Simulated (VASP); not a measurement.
# LiH (Fm-3m) in VASP: notebook

The runs below take LiH through single point, relaxation of cell and atoms, with PBE.

Program: VASP 6.6.1. These are calculated values, not measurements. Logs are shortened: lines on timing, memory, paths and dates and some standing lists are left out, and cuts for length are marked.

## Step 1: The cell of the first run

The structure is cubic, space group Fm-3m (No. 225). The conventional cell has a = 4.006 Å, b = 4.006 Å, c = 4.006 Å, α = 90.00°, β = 90.00°, γ = 90.00°. Li (site symmetry m-3m) has 6 H at 2.00 Å within 2.7 Å. Within 2.7 Å of H (site symmetry m-3m) lie 6 Li at 2.00 Å.

## Step 2: Single point, PBE

File INCAR:

```
PREC = Accurate ; ENCUT = 520
EDIFF = 1E-6 ; ISMEAR = 0
SIGMA = 0.02 ; LREAL = False
LASPH = True ; NELM = 60
ALGO = Normal ; ISIF = 2
LWAVE = False ; LCHARG = True
GGA = PE ; LELF = True
LVHAR = True ; NBANDS = 9
```

File KPOINTS:

```
regular mesh
0
Gamma
  7 7 7
```

File POSCAR:

```
LiH
1.0
    0.0000000000      2.0030035538      2.0030035538
    2.0030035538      0.0000000000      2.0030035538
    2.0030035538      2.0030035538      0.0000000000
Li H
1 1
Direct
    0.0000000000      0.0000000000      0.0000000000
    0.5000000000      0.5000000000      0.5000000000
```

Potentials or basis: VASP PAW PBE potentials, release 64 (Li_sv, H).

Started as:

```console
cat potpaw_PBE.64/Li_sv/POTCAR potpaw_PBE.64/H/POTCAR > POTCAR
mpirun -np 1 vasp_std > vasp.out
```

OUTCAR:

```text
PREC = Accurate
   ENCUT = 520
   EDIFF = 1E-6
   ISMEAR = 0
   LREAL = False
   LASPH = True
   NELM = 60
   ISIF = 2
   GGA = PE

 ion  position               nearest neighbor table
   1  0.000  0.000  0.000-
   2  0.500  0.500  0.500-

  LATTYP: Found a face centered cubic cell.
 ALAT       =     4.0060071076

  Lattice vectors:

 A1 = (   0.0000000000,   2.0030035538,   2.0030035538)
 A2 = (   2.0030035538,   0.0000000000,   2.0030035538)
 A3 = (   2.0030035538,   2.0030035538,   0.0000000000)

Analysis of symmetry for initial positions (statically):
=====================================================================
 Subroutine PRICEL returns:
 Original cell was already a primitive cell.

 Routine SETGRP: Setting up the symmetry group for a
 face centered cubic supercell.

 Subroutine GETGRP returns: Found 48 space group operations
 (whereof 48 operations were pure point group operations)
 out of a pool of 48 trial point group operations.

The static configuration has the point symmetry O_h .

Analysis of symmetry for dynamics (positions and initial velocities):
=====================================================================
 Subroutine PRICEL returns:
 Original cell was already a primitive cell.

 Routine SETGRP: Setting up the symmetry group for a
 face centered cubic supercell.

 Subroutine GETGRP returns: Found 48 space group operations
 (whereof 48 operations were pure point group operations)
 out of a pool of 48 trial point group operations.

The dynamic configuration has the point symmetry O_h .

 Subroutine INISYM returns: Found 48 space group operations
 (whereof 48 operations are pure point group operations),
 and found     1 'primitive' translations

----------------------------------------------------------------------------------------

                                     Primitive cell

  volume of cell :      16.0722

  direct lattice vectors                    reciprocal lattice vectors
     0.000000000  2.003003554  2.003003554    -0.249625119  0.249625119  0.249625119
     2.003003554  0.000000000  2.003003554     0.249625119 -0.249625119  0.249625119
     2.003003554  2.003003554  0.000000000     0.249625119  0.249625119 -0.249625119

  length of vectors
     2.832674791  2.832674791  2.832674791     0.432363389  0.432363389  0.432363389

  position of ions in fractional coordinates (direct lattice)
     0.000000000  0.000000000  0.000000000
     0.500000000  0.500000000  0.500000000

  ion indices of the primitive-cell ions
   primitive index   ion index
                 1           1
                 2           2

----------------------------------------------------------------------------------------

 KPOINTS: regular mesh

Automatic generation of k-mesh.
 Grid dimensions read from file:
 generate k-points for:    7    7    7

 Generating k-lattice:

  Cartesian coordinates                     Fractional coordinates (reciprocal lattice)
    -0.035660731  0.035660731  0.035660731     0.142857143  0.000000000  0.000000000
     0.035660731 -0.035660731  0.035660731     0.000000000  0.142857143  0.000000000
     0.035660731  0.035660731 -0.035660731     0.000000000  0.000000000  0.142857143

  Length of vectors
     0.061766198  0.061766198  0.061766198

  Shift w.r.t. Gamma in fractional coordinates (k-lattice)
     0.000000000  0.000000000  0.000000000

 Subroutine IBZKPT returns following result:
 ===========================================

 Found     20 irreducible k-points:

 Following reciprocal coordinates:
            Coordinates               Weight
  0.000000  0.000000  0.000000      1.000000
  0.142857  0.000000  0.000000      8.000000
  0.285714  0.000000  0.000000      8.000000
  0.428571  0.000000  0.000000      8.000000
  0.142857  0.142857  0.000000      6.000000
  0.285714  0.142857  0.000000     24.000000
[... 12 lines left out ...]
 -0.428571  0.428571  0.142857     24.000000
 -0.285714  0.428571  0.142857     24.000000
   k-points           NKPTS =     20   k-points in BZ     NKDIM =     20   number of bands    NBANDS=      9
   number of dos      NEDOS =    301   number of ions     NIONS =      2
   total plane-waves  NPLWV =  13824
   dimension x,y,z NGX =    24 NGY =   24 NGZ =   24
   dimension x,y,z NGXF=    48 NGYF=   48 NGZF=   48
   ions per type =               1   1
   NGX,Y,Z   is equivalent  to a cutoff of  14.09, 14.09, 14.09 a.u.
   NGXF,Y,Z  is equivalent  to a cutoff of  28.17, 28.17, 28.17 a.u.
 SYSTEM =  unknown system
   PREC   = accura    normal or accurate (medium, high low for compatibility)
   ISTART =      0    job   : 0-new  1-cont  2-samecut
   ICHARG =      2    charge: 1-file 2-atom 10-const
   ISPIN  =      1    spin polarized calculation?
   LNONCOLLINEAR =      F non collinear calculations
   LSORBIT =      F    spin-orbit coupling
   LASPH  =      T    aspherical Exc in radial PAW
   ENCUT  =  520.0 eV  38.22 Ry    6.18 a.u.   5.27  5.27  5.27*2*pi/ulx,y,z
   NELM   =     60;   NELMIN=  2; NELMDL= -5     # of ELM steps
   EDIFF  = 0.1E-05   stopping-criterion for ELM
   LREAL  =      F    real-space projection
[... 7 lines left out ...]
   TEBEG  =    0.0;   TEEND  =   0.0 temperature during run
   PSTRESS=    0.0 pullay stress
   NELECT =       4.0000    total number of electrons
   NUPDOWN=      -1.0000    fix difference up-down
   EMIN   =  10.00;   EMAX   =-10.00  energy-range for DOS
   EFERMI =   0.00;   METHOD = LEGACY
   ISMEAR =     0;   SIGMA  =   0.02  broadening in eV -4-tet -1-fermi 0-gaus
   EFERMI_NEDOS =   21; number of points for ismear=-14 and -15
   IALGO  =     38    algorithm
   IMIX   =      4    mixing-type and parameters
     AMIX     =   0.40;   BMIX     =  1.00
     AMIX_MAG =   1.60;   BMIX_MAG =  1.00
  volume/ion in A,a.u.               =       8.04        54.23
  Fermi-wavevector in a.u.,A,eV,Ry     =   1.029761  1.945966 14.427723  1.060408
  Thomas-Fermi vector in A             =   2.163825
   LORBIT       =      0    0 simple, 1 ext, 2 COOP (PROOUT), +10 PAW based schemes
   GGA     = PE    functional components
   LHFCALC =     F    Hartree Fock is set to
   AEXX    =    0.0000 exact exchange contribution
   IVDW    =     0    specifies the selected vdW correction
   LEPSILON=     F    determine dielectric tensor
   LRPA    =     F    only Hartree local field effects (RPA)
 non-spin polarized calculation
 Gauss-broadening in eV      SIGMA  =   0.02
  energy-cutoff  :      520.00
  volume of cell :       16.07
 maximum number of plane-waves:       444
 NGX is ok and might be reduce to    24
   NGX = 11   NGY = 11   NGZ = 11

 number of electron       3.9999995 magnetization

 Free energy of the ion-electron system (eV)
  ---------------------------------------------------
  ext. energy  EPLUGINS =         0.00000000
  ---------------------------------------------------
  free energy    TOTEN  =        -6.12698456 eV

  energy without entropy =       -6.12698456  energy(sigma->0) =       -6.12698456

 E-fermi :   0.2426     XC(G=0):  -8.5175

 val. band max:       -0.0235224358   @ k =  -0.4286   0.4286   0.0000
 cond. band min:       3.4536982058   @ k =  -0.4286   0.4286   0.0000
 fundamental gap:      3.4772206416
 Fermi energy:         0.2425929489

 k-point     1 :       0.0000    0.0000    0.0000
  band No.  band energies     occupation
      1     -44.1890      2.00000
      2      -5.3401      2.00000
      3      16.2203      0.00000
      4      18.0106      0.00000
      5      18.0106      0.00000
      6      18.0106      0.00000
      7      22.7296      0.00000
      8      22.7296      0.00000
      9      22.7296      0.00000

 k-point     2 :       0.1429    0.0000    0.0000
  band No.  band energies     occupation
      1     -44.1804      2.00000
      2      -4.9812      2.00000
      3      13.4081      0.00000
      4      16.4496      0.00000
      5      17.3401      0.00000
      6      17.3401      0.00000
      7      22.3980      0.00000
      8      24.0812      0.00000
      9      24.0812      0.00000

 k-point     3 :       0.2857    0.0000    0.0000
  band No.  band energies     occupation
      1     -44.1606      2.00000
      2      -3.9751      2.00000
      3       8.7421      0.00000
      4      14.8283      0.00000
      5      16.6464      0.00000
      6      16.6464      0.00000
      7      21.5603      0.00000
      8      21.5604      0.00000
      9      24.3112      0.00000

 k-point     4 :       0.4286    0.0000    0.0000
  band No.  band energies     occupation
      1     -44.1447      2.00000
      2      -2.7718      2.00000
      3       5.5220      0.00000
      4      13.8995      0.00000
      5      16.5784      0.00000
      6      16.5784      0.00000
      7      19.5062      0.00000
      8      19.5062      0.00000
      9      26.8528      0.00000

 k-point     5 :       0.1429    0.1429    0.0000
  band No.  band energies     occupation
      1     -44.1775      2.00000
      2      -4.8504      2.00000
      3      13.9628      0.00000
      4      15.3560      0.00000
      5      15.3560      0.00000
      6      18.8147      0.00000
      7      18.8394      0.00000
      8      24.6866      0.00000
      9      26.5811      0.00000

 k-point     6 :       0.2857    0.1429    0.0000
  band No.  band energies     occupation
      1     -44.1615      2.00000
      2      -4.0167      2.00000
      3      10.2108      0.00000
      4      13.2855      0.00000
      5      14.1701      0.00000
      6      17.8092      0.00000
      7      20.1784      0.00000
      8      23.9182      0.00000
      9      26.2045      0.00000
[... 121 lines left out ...]
 k-point    17 :       0.4286    0.2857    0.1429
  band No.  band energies     occupation
      1     -44.1470      2.00000
      2      -2.9590      2.00000
      3       8.6094      0.00000
      4       9.3789      0.00000
      5      13.7204      0.00000
      6      17.5417      0.00000
      7      20.4675      0.00000
      8      24.5213      0.00000
      9      28.3605      0.00000

 k-point    18 :      -0.4286    0.2857    0.1429
  band No.  band energies     occupation
      1     -44.1352      2.00000
      2      -1.6382      2.00000
      3       5.7489      0.00000
      4       8.2556      0.00000
      5      13.1126      0.00000
      6      16.8735      0.00000
      7      23.1690      0.00000
      8      25.3874      0.00000
      9      27.9603      0.00000

 k-point    19 :      -0.4286    0.4286    0.1429
  band No.  band energies     occupation
      1     -44.1305      2.00000
      2      -0.7183      2.00000
      3       4.7585      0.00000
      4       7.8920      0.00000
      5      11.7428      0.00000
      6      17.5503      0.00000
      7      18.9994      0.00000
      8      28.4704      0.00000
      9      31.5592      0.00000

 k-point    20 :      -0.2857    0.4286    0.1429
  band No.  band energies     occupation
      1     -44.1291      2.00000
      2      -0.4307      2.00000
      3       4.9509      0.00000
      4       6.4154      0.00000
      5      12.1319      0.00000
      6      17.2741      0.00000
      7      23.1328      0.00000
      8      26.4100      0.00000
      9      27.9604      0.00000

------------------------ aborting loop because EDIFF is reached ----------------------------------------

  FORCE on cell =-STRESS in cart. coord.  units (eV):
  Direction    XX          YY          ZZ          XY          YZ          ZX
  --------------------------------------------------------------------------------------
  -------------------------------------------------------------------------------------
  Total       -0.0219433     -0.0219433     -0.0219433      0.0000000     -0.0000000      0.0000000
  in kB       -2.1874431     -2.1874431     -2.1874431      0.0000000     -0.0000000      0.0000000
  external PRESSURE =      -2.1874431 kB  Pullay stress =       0.0000000 kB

 VOLUME and BASIS-vectors are now :
 -----------------------------------------------------------------------------
  energy-cutoff  :      520.00
  volume of cell :       16.07
      direct lattice vectors                 reciprocal lattice vectors
     0.000000000  2.003003554  2.003003554    -0.249625119  0.249625119  0.249625119
     2.003003554  0.000000000  2.003003554     0.249625119 -0.249625119  0.249625119
     2.003003554  2.003003554  0.000000000     0.249625119  0.249625119 -0.249625119

 POSITION                                       TOTAL-FORCE (eV/Angst)
 -----------------------------------------------------------------------------------
      0.00000      0.00000      0.00000         0.000000      0.000000      0.000000
      2.00300      2.00300      2.00300         0.000000      0.000000      0.000000
 -----------------------------------------------------------------------------------
    total drift:                                0.000000     -0.000000     -0.000000

  FREE ENERGIE OF THE ION-ELECTRON SYSTEM (eV)
  ---------------------------------------------------
  free  energy   TOTEN  =        -6.1269845580 eV

  energy  without entropy=       -6.1269845580  energy(sigma->0) =       -6.12698456
```

Run time: 4.3 s. Hardware: 1 thread of Intel Xeon 8259CL, shared host; peak memory 0.13 GiB.

What came out:

```yaml
Free_energy: -6.1270 eV
Band_gap_on_the_k_mesh: 3.48 eV, direct
```

Caveat: the cutoff is under 1.25 times the usual one of these potentials, so pressure, stress and relaxed cells hold a basis-set (Pulay) error.

## Step 3: Relaxation of cell and atoms, PBE

This run uses another cell than the first one, of 8.45 Å³/atom, 1.051 times its volume.

File INCAR:

```
SYSTEM = LiH
PREC = Accurate
ENCUT = 600
EDIFF = 1E-6
ISMEAR = 0
SIGMA = 0.02
LREAL = .False.
LASPH = .True.
NELM = 60
ALGO = Normal
ISIF = 3
LWAVE = .False.
LCHARG = .False.
GGA = PE
IBRION = 2
NSW = 80
EDIFFG = -0.02
```

File KPOINTS:

```
regular mesh
0
Gamma
  7 7 7
  0 0 0
```

File POSCAR:

```
LiH
1.0
    0.0000000000      2.0367500000      2.0367500000
    2.0367500000      0.0000000000      2.0367500000
    2.0367500000      2.0367500000      0.0000000000
Li H
1 1
Direct
    0.0000000000      0.0000000000      0.0000000000
    0.5000000000      0.5000000000      0.5000000000
```

Potentials or basis: VASP PAW PBE potentials, release 64 (Li_sv, H).

Started as:

```console
cat potpaw_PBE.64/Li_sv/POTCAR potpaw_PBE.64/H/POTCAR > POTCAR
mpirun -np 1 vasp_std > vasp.out
```

Run time: 7.7 s. Hardware: 1 thread of Intel Xeon 8259CL, shared host; peak memory 0.13 GiB.

Results (log left out):

```
Free energy                            : -6.1283 eV
Relaxed volume                         : 7.98 Å³/atom
Relaxed cell                           : a = 2.826 Å, b = 2.826 Å, c = 2.826 Å, α = 60.00°, β = 60.00°, γ = 60.00°
Space group after relaxing (to 0.05 Å) : Fm-3m (No. 225)
Energy gained by relaxing              : 2.8 meV/atom
Ionic steps                            : 3
Pressure after relaxing                : 0.0 GPa
Band gap on the k mesh                 : 3.48 eV, direct
```

Step by step:
```
step  energy change (eV)  largest force (eV/Å)  pressure (GPa)  volume (Å³)
   1              0.0000                0.0000           -1.85        16.90
   2             -0.0024                0.0000           -1.42        16.66
   3             -0.0056                0.0000            0.03        15.96
```

Final structure:
```
Li H
1.0
     0.00000    1.99836    1.99836
     1.99836    0.00000    1.99836
     1.99836    1.99836    0.00000
Li H
1 1
Cartesian
  0.0000 0.0000 0.0000
  1.9984 1.9984 1.9984
```

Levels at points of the mesh, in eV from the valence-band top:
| k point | band 1 | band 2 | band 3 | band 4 | band 5 |
| --- | --- | --- | --- | --- | --- |
| (0.00, 0.00, 0.00) | -44.15 | -5.34 | 16.33 | 18.11 | 18.11 |

Caveat: the cutoff is under 1.25 times the usual one of these potentials, so pressure, stress and relaxed cells hold a basis-set (Pulay) error. A k mesh can miss the band edges.
